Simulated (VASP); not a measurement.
# Al3BSb4 (P-43m) in VASP: further runs

Al3BSb4 is run at these levels: PBE; tasks: single point, relaxation of cell and atoms.

Program: VASP 6.6.1. These are calculated values, not measurements. Logs are shortened: lines on timing, memory, paths and dates and some standing lists are left out, and cuts for length are marked.

**1. The cell of the first run**

The structure is cubic, space group P-43m (No. 215). Conventional cell: a = 5.593 Å, b = 5.593 Å, c = 5.593 Å, α = 90.00°, β = 90.00°, γ = 90.00°. Al (site symmetry -42m) has 4 Sb at 2.42 Å within 3.2 Å. Within 3.2 Å of B (site symmetry -43m) lie 4 Sb at 2.42 Å. Within 3.2 Å of Sb (site symmetry 3m) lie 3 Al at 2.42 Å and 1 B at 2.42 Å.

**2. Single point, PBE**

File INCAR:

```
PREC = Accurate
ENCUT = 500
EDIFF = 1E-6
ISMEAR = 0
SIGMA = 0.1
LREAL = False
LASPH = True
NELM = 120
ALGO = Normal
ISIF = 2
LWAVE = False
LCHARG = False
GGA = PE
NBANDS = 26
GGA_COMPAT = False
```

File KPOINTS:

```
Automatic mesh
0
Gamma
  4 4 4
```

File POSCAR:

```
Al3BSb4
1.0
    5.5930087300      0.0000000000      0.0000000000
    0.0000000000      5.5930087300      0.0000000000
    0.0000000000      0.0000000000      5.5930087300
Al B Sb
3 1 4
Direct
    0.5000000000      0.0000000000      0.0000000000
    0.0000000000      0.0000000000      0.5000000000
    0.0000000000      0.5000000000      0.0000000000
    0.5000000000      0.5000000000      0.5000000000
    0.2500000000      0.7500000000      0.2500000000
    0.2500000000      0.2500000000      0.7500000000
    0.7500000000      0.7500000000      0.7500000000
    0.7500000000      0.2500000000      0.2500000000
```

Potentials or basis: VASP PAW PBE potentials, release 64 (Al, B, Sb).

On the command line:

```sh
$ cat potpaw_PBE.64/Al/POTCAR potpaw_PBE.64/B/POTCAR potpaw_PBE.64/Sb/POTCAR > POTCAR
$ mpirun -np 1 vasp_std > vasp.out
```

OUTCAR:

```text
PREC = Accurate
   ENCUT = 500
   EDIFF = 1E-6
   ISMEAR = 0
   LREAL = False
   LASPH = True
   NELM = 120
   ISIF = 2
   GGA = PE

 ion  position               nearest neighbor table
   1  0.500  0.000  0.000-   5 2.42   6 2.42   7 2.42   8 2.42
   2  0.000  0.000  0.500-   5 2.42   6 2.42   7 2.42   8 2.42
   3  0.000  0.500  0.000-   5 2.42   6 2.42   7 2.42   8 2.42
   4  0.500  0.500  0.500-   5 2.42   6 2.42   7 2.42   8 2.42
   5  0.250  0.750  0.250-   1 2.42   2 2.42   3 2.42   4 2.42
   6  0.250  0.250  0.750-   1 2.42   2 2.42   3 2.42   4 2.42
   7  0.750  0.750  0.750-   1 2.42   2 2.42   3 2.42   4 2.42
   8  0.750  0.250  0.250-   1 2.42   2 2.42   3 2.42   4 2.42

  LATTYP: Found a simple cubic cell.
 ALAT       =     5.5930087300

  Lattice vectors:

 A1 = (   5.5930087300,   0.0000000000,   0.0000000000)
 A2 = (   0.0000000000,   5.5930087300,   0.0000000000)
 A3 = (   0.0000000000,   0.0000000000,   5.5930087300)

Analysis of symmetry for initial positions (statically):
=====================================================================
 Subroutine PRICEL returns:
 Original cell was already a primitive cell.

 Routine SETGRP: Setting up the symmetry group for a
 simple cubic supercell.

 Subroutine GETGRP returns: Found 24 space group operations
 (whereof 24 operations were pure point group operations)
 out of a pool of 48 trial point group operations.

The static configuration has the point symmetry T_d .

Analysis of symmetry for dynamics (positions and initial velocities):
=====================================================================
 Subroutine PRICEL returns:
 Original cell was already a primitive cell.

 Routine SETGRP: Setting up the symmetry group for a
 simple cubic supercell.

 Subroutine GETGRP returns: Found 24 space group operations
 (whereof 24 operations were pure point group operations)
 out of a pool of 48 trial point group operations.

The dynamic configuration has the point symmetry T_d .

 Subroutine INISYM returns: Found 24 space group operations
 (whereof 24 operations are pure point group operations),
 and found     1 'primitive' translations

----------------------------------------------------------------------------------------

                                     Primitive cell

  volume of cell :     174.9591

  direct lattice vectors                    reciprocal lattice vectors
     5.593008730  0.000000000  0.000000000     0.178794643  0.000000000  0.000000000
     0.000000000  5.593008730  0.000000000     0.000000000  0.178794643  0.000000000
     0.000000000  0.000000000  5.593008730     0.000000000  0.000000000  0.178794643

  length of vectors
     5.593008730  5.593008730  5.593008730     0.178794643  0.178794643  0.178794643

  position of ions in fractional coordinates (direct lattice)
     0.500000000  0.000000000  0.000000000
     0.000000000  0.000000000  0.500000000
     0.000000000  0.500000000  0.000000000
     0.500000000  0.500000000  0.500000000
     0.250000000  0.750000000  0.250000000
     0.250000000  0.250000000  0.750000000
     0.750000000  0.750000000  0.750000000
     0.750000000  0.250000000  0.250000000

  ion indices of the primitive-cell ions
   primitive index   ion index
                 1           1
                 2           2
                 3           3
                 4           4
                 5           5
                 6           6
                 7           7
                 8           8

----------------------------------------------------------------------------------------

 KPOINTS: Automatic mesh

Automatic generation of k-mesh.
 Grid dimensions read from file:
 generate k-points for:    4    4    4

 Generating k-lattice:

  Cartesian coordinates                     Fractional coordinates (reciprocal lattice)
     0.044698661  0.000000000  0.000000000     0.250000000  0.000000000  0.000000000
     0.000000000  0.044698661  0.000000000     0.000000000  0.250000000  0.000000000
     0.000000000  0.000000000  0.044698661     0.000000000  0.000000000  0.250000000

  Length of vectors
     0.044698661  0.044698661  0.044698661

  Shift w.r.t. Gamma in fractional coordinates (k-lattice)
     0.000000000  0.000000000  0.000000000

 Subroutine IBZKPT returns following result:
 ===========================================

 Found     10 irreducible k-points:

 Following reciprocal coordinates:
            Coordinates               Weight
  0.000000  0.000000  0.000000      1.000000
  0.250000  0.000000  0.000000      6.000000
  0.500000  0.000000  0.000000      3.000000
  0.250000  0.250000  0.000000     12.000000
  0.500000  0.250000  0.000000     12.000000
  0.500000  0.500000  0.000000      3.000000
  0.250000  0.250000  0.250000      8.000000
  0.500000  0.250000  0.250000     12.000000
  0.500000  0.500000  0.250000      6.000000
  0.500000  0.500000  0.500000      1.000000
   k-points           NKPTS =     10   k-points in BZ     NKDIM =     10   number of bands    NBANDS=     26
   number of dos      NEDOS =    301   number of ions     NIONS =      8
   total plane-waves  NPLWV =  74088
   dimension x,y,z NGX =    42 NGY =   42 NGZ =   42
   dimension x,y,z NGXF=    84 NGYF=   84 NGZF=   84
   ions per type =               3   1   4
   NGX,Y,Z   is equivalent  to a cutoff of  12.48, 12.48, 12.48 a.u.
   NGXF,Y,Z  is equivalent  to a cutoff of  24.97, 24.97, 24.97 a.u.
 SYSTEM =  unknown system
   PREC   = accura    normal or accurate (medium, high low for compatibility)
   ISTART =      0    job   : 0-new  1-cont  2-samecut
   ICHARG =      2    charge: 1-file 2-atom 10-const
   ISPIN  =      1    spin polarized calculation?
   LNONCOLLINEAR =      F non collinear calculations
   LSORBIT =      F    spin-orbit coupling
   LASPH  =      T    aspherical Exc in radial PAW
   ENCUT  =  500.0 eV  36.75 Ry    6.06 a.u.  10.20 10.20 10.20*2*pi/ulx,y,z
   NELM   =    120;   NELMIN=  2; NELMDL= -5     # of ELM steps
   EDIFF  = 0.1E-05   stopping-criterion for ELM
   LREAL  =      F    real-space projection
   EDIFFG = 0.1E-04   stopping-criterion for IOM
   NSW    =      0    number of steps for IOM
   IBRION =     -1    ionic relax: 0-MD 1-quasi-New 2-CG
   NFREE  =      0    steps in history (QN), initial steepest desc. (CG)
   ISIF   =      2    stress and relaxation
   ISYM   =      2    0-nonsym 1-usesym 2-fastsym
   POTIM  = 0.5000    time-step for ionic-motion
   TEBEG  =    0.0;   TEEND  =   0.0 temperature during run
   PSTRESS=    0.0 pullay stress
   NELECT =      32.0000    total number of electrons
   NUPDOWN=      -1.0000    fix difference up-down
   EMIN   =  10.00;   EMAX   =-10.00  energy-range for DOS
   EFERMI =   0.00;   METHOD = LEGACY
   ISMEAR =     0;   SIGMA  =   0.10  broadening in eV -4-tet -1-fermi 0-gaus
   EFERMI_NEDOS =   21; number of points for ismear=-14 and -15
   IALGO  =     38    algorithm
   IMIX   =      4    mixing-type and parameters
     AMIX     =   0.40;   BMIX     =  1.00
     AMIX_MAG =   1.60;   BMIX_MAG =  1.00
  volume/ion in A,a.u.               =      21.87       147.59
  Fermi-wavevector in a.u.,A,eV,Ry     =   0.929279  1.756082 11.749433  0.863559
  Thomas-Fermi vector in A             =   2.055545
   LORBIT       =      0    0 simple, 1 ext, 2 COOP (PROOUT), +10 PAW based schemes
   GGA     = PE    functional components
   LHFCALC =     F    Hartree Fock is set to
   AEXX    =    0.0000 exact exchange contribution
   IVDW    =     0    specifies the selected vdW correction
   LEPSILON=     F    determine dielectric tensor
   LRPA    =     F    only Hartree local field effects (RPA)
 non-spin polarized calculation
 Gauss-broadening in eV      SIGMA  =   0.10
  energy-cutoff  :      500.00
  volume of cell :      174.96
 maximum number of plane-waves:      4468
 NGX is ok and might be reduce to    42
   NGX = 21   NGY = 21   NGZ = 21

 number of electron      32.0000003 magnetization

 Free energy of the ion-electron system (eV)
  ---------------------------------------------------
  ext. energy  EPLUGINS =         0.00000000
  ---------------------------------------------------
  free energy    TOTEN  =       -30.36325775 eV

  energy without entropy =      -30.36048165  energy(sigma->0) =      -30.36186970

 E-fermi :   7.2974     XC(G=0):  -9.6577

 val. band max:        7.2702367434   @ k =   0.0000   0.0000   0.0000
 cond. band min:       7.6338249572   @ k =   0.5000   0.5000   0.5000
 fundamental gap:      0.3635882139
 Fermi energy:         7.2973869998

 k-point     1 :       0.0000    0.0000    0.0000
  band No.  band energies     occupation
      1      -5.2389      2.00000
      2      -2.1863      2.00000
      3      -2.1863      2.00000
      4      -2.1863      2.00000
      5       0.0722      2.00000
      6       0.6067      2.00000
[... 18 lines left out ...]
     25      10.0539      0.00000
     26      10.9086      0.00000

 k-point     2 :       0.2500    0.0000    0.0000
  band No.  band energies     occupation
      1      -4.9785      2.00000
      2      -3.0589      2.00000
      3      -2.1497      2.00000
      4      -2.1497      2.00000
      5       0.3415      2.00000
      6       0.7823      2.00000
[... 18 lines left out ...]
     25      11.1212      0.00000
     26      11.9170      0.00000

 k-point     3 :       0.5000    0.0000    0.0000
  band No.  band energies     occupation
      1      -4.2640      2.00000
      2      -4.1673      2.00000
      3      -2.1118      2.00000
      4      -2.1118      2.00000
      5       0.5444      2.00000
      6       1.0155      2.00000
[... 18 lines left out ...]
     25      11.8933      0.00000
     26      12.5362      0.00000

 k-point     4 :       0.2500    0.2500    0.0000
  band No.  band energies     occupation
      1      -4.7252      2.00000
      2      -2.9149      2.00000
      3      -2.8988      2.00000
      4      -2.2431      2.00000
      5       0.6176      2.00000
      6       1.4054      2.00000
[... 18 lines left out ...]
     25      11.5254      0.00000
     26      12.9363      0.00000

 k-point     5 :       0.5000    0.2500    0.0000
  band No.  band energies     occupation
      1      -4.0340      2.00000
      2      -3.9462      2.00000
      3      -2.5587      2.00000
      4      -2.5374      2.00000
      5       0.8307      2.00000
      6       1.2987      2.00000
[... 18 lines left out ...]
     25      11.9715      0.00000
     26      12.2945      0.00000

 k-point     6 :       0.5000    0.5000    0.0000
  band No.  band energies     occupation
      1      -3.4302      2.00000
      2      -3.3549      2.00000
      3      -3.3549      2.00000
      4      -3.3089      2.00000
      5       1.3320      2.00000
      6       2.0453      2.00000
[... 18 lines left out ...]
     25      12.5388      0.00000
     26      12.6572      0.00000

 k-point     7 :       0.2500    0.2500    0.2500
  band No.  band energies     occupation
      1      -4.4821      2.00000
      2      -2.8382      2.00000
      3      -2.8182      2.00000
      4      -2.8182      2.00000
      5       0.7301      2.00000
      6       1.2498      2.00000
[... 18 lines left out ...]
     25      12.0842      0.00000
     26      12.7051      0.00000

 k-point     8 :       0.5000    0.2500    0.2500
  band No.  band energies     occupation
      1      -3.8274      2.00000
      2      -3.7497      2.00000
      3      -2.7386      2.00000
      4      -2.7291      2.00000
      5       0.5130      2.00000
      6       0.8744      2.00000
[... 18 lines left out ...]
     25      11.5755      0.00000
     26      12.5296      0.00000

 k-point     9 :       0.5000    0.5000    0.2500
  band No.  band energies     occupation
      1      -3.3177      2.00000
      2      -3.2598      2.00000
      3      -3.2598      2.00000
      4      -3.2266      2.00000
      5       0.5590      2.00000
      6       1.0693      2.00000
[... 18 lines left out ...]
     25      11.4125      0.00000
     26      11.4130      0.00000

 k-point    10 :       0.5000    0.5000    0.5000
  band No.  band energies     occupation
      1      -3.1699      2.00000
      2      -3.1526      2.00000
      3      -3.1526      2.00000
      4      -3.1526      2.00000
      5       0.0312      2.00000
      6       0.4985      2.00000
[... 18 lines left out ...]
     25      10.9902      0.00000
     26      10.9902      0.00000

------------------------ aborting loop because EDIFF is reached ----------------------------------------

  FORCE on cell =-STRESS in cart. coord.  units (eV):
  Direction    XX          YY          ZZ          XY          YZ          ZX
  --------------------------------------------------------------------------------------
  -------------------------------------------------------------------------------------
  Total       23.8915469     23.8915469     23.8915469      0.0000000      0.0000000      0.0000000
  in kB      218.7854120    218.7854120    218.7854120      0.0000000      0.0000000      0.0000000
  external PRESSURE =     218.7854120 kB  Pullay stress =       0.0000000 kB

 VOLUME and BASIS-vectors are now :
 -----------------------------------------------------------------------------
  energy-cutoff  :      500.00
  volume of cell :      174.96
      direct lattice vectors                 reciprocal lattice vectors
     5.593008730  0.000000000  0.000000000     0.178794643  0.000000000  0.000000000
     0.000000000  5.593008730  0.000000000     0.000000000  0.178794643  0.000000000
     0.000000000  0.000000000  5.593008730     0.000000000  0.000000000  0.178794643

 POSITION                                       TOTAL-FORCE (eV/Angst)
 -----------------------------------------------------------------------------------
      2.79650      0.00000      0.00000         0.000000     -0.000000      0.000000
      0.00000      0.00000      2.79650         0.000000      0.000000      0.000000
      0.00000      2.79650      0.00000         0.000000      0.000000     -0.000000
      2.79650      2.79650      2.79650         0.000000     -0.000000     -0.000000
      1.39825      4.19476      1.39825         1.767693     -1.767693      1.767693
      1.39825      1.39825      4.19476         1.767693      1.767693     -1.767693
      4.19476      4.19476      4.19476        -1.767693     -1.767693     -1.767693
      4.19476      1.39825      1.39825        -1.767693      1.767693      1.767693
 -----------------------------------------------------------------------------------
    total drift:                                0.000000      0.000000      0.000000

  FREE ENERGIE OF THE ION-ELECTRON SYSTEM (eV)
  ---------------------------------------------------
  free  energy   TOTEN  =       -30.3632577460 eV

  energy  without entropy=      -30.3604816468  energy(sigma->0) =      -30.36186970
```

Run time: 19 s. Hardware: 1 thread of Intel Xeon 6975P-C (Granite Rapids), shared host; peak memory 0.27 GiB.

Results:

```yaml
Free_energy: -30.3633 eV
Pressure: 21.9 GPa
```

Levels at points of the mesh, in eV from the Fermi level:
```tsv
k point	band 14	band 15	band 16	band 17	band 18	band 19
(0.00, 0.00, 0.00)	-0.06	-0.06	-0.06	-0.03	0.94	0.94
(0.50, 0.00, 0.00)	-2.06	-1.88	-1.88	1.07	1.32	2.98
(0.50, 0.50, 0.00)	-1.47	-1.36	-1.18	2.05	2.48	2.66
(0.50, 0.50, 0.50)	-1.19	-1.15	-1.15	0.34	2.40	2.40
```

Caveat: spin-orbit coupling is left out, which moves the levels of the heavy elements.

**3. Single point, PBE**

This run uses another cell than the first one, of 26.90 Å³/atom, 1.230 times its volume.

File INCAR:

```
PREC     = Accurate       # precision mode
ENCUT    = 500            # plane-wave cutoff, eV
EDIFF    = 1E-6           # SCF threshold, eV
ISMEAR   = 0              # smearing method
SIGMA    = 0.1            # smearing width, eV
LREAL    = F              # projectors in reciprocal space
LASPH    = T              # aspherical terms in the spheres
NELM     = 120            # most SCF steps
ALGO     = Normal         # electronic algorithm
ISIF     = 2              # what is computed and relaxed
LWAVE    = F              # write WAVECAR
LCHARG   = F              # write CHGCAR
GGA      = PE             # functional
NBANDS   = 26             # bands
GGA_COMPAT= F
```

File KPOINTS:

```
regular mesh
0
Gamma
  4 4 4
```

File POSCAR:

```
Al3BSb4
1.0
    5.9926321492      0.0000000000      0.0000000000
    0.0000000000      5.9926321492      0.0000000000
    0.0000000000      0.0000000000      5.9926321492
Al B Sb
3 1 4
Direct
    0.5000000000      0.0000000000      0.0000000000
    0.0000000000      0.0000000000      0.5000000000
    0.0000000000      0.5000000000      0.0000000000
    0.5000000000      0.5000000000      0.5000000000
    0.2712136063      0.7287863937      0.2712136063
    0.2712136063      0.2712136063      0.7287863937
    0.7287863937      0.7287863937      0.7287863937
    0.7287863937      0.2712136063      0.2712136063
```

Potentials or basis: VASP PAW PBE potentials, release 64 (Al, B, Sb).

On the command line:

```sh
$ cat potpaw_PBE.64/Al/POTCAR potpaw_PBE.64/B/POTCAR potpaw_PBE.64/Sb/POTCAR > POTCAR
$ mpirun -np 1 vasp_std > vasp.out
```

Run time: 28 s. Hardware: 1 thread of Intel Xeon 6975P-C (Granite Rapids), shared host; peak memory 0.33 GiB.

Results (log left out):

```yaml
Free_energy: -33.8431 eV
Pressure: 0.3 GPa
```

Levels at points of the mesh, in eV from the Fermi level:
```tsv
k point	band 13	band 14	band 15	band 16	band 17	band 18	band 19	band 20
(0.00, 0.00, 0.00)	-2.37	-0.06	-0.06	-0.06	0.47	0.98	0.98	1.01
(0.50, 0.00, 0.00)	-1.97	-1.97	-1.24	-1.24	1.24	1.24	2.68	2.74
(0.50, 0.50, 0.00)	-1.56	-1.56	-1.18	-0.69	1.54	1.75	2.67	2.67
(0.50, 0.50, 0.50)	-0.97	-0.97	-0.74	-0.74	-0.02	1.29	1.29	1.29
```

Caveat: spin-orbit coupling is left out, which moves the levels of the heavy elements.

(Part 1 of 2 ends here.)
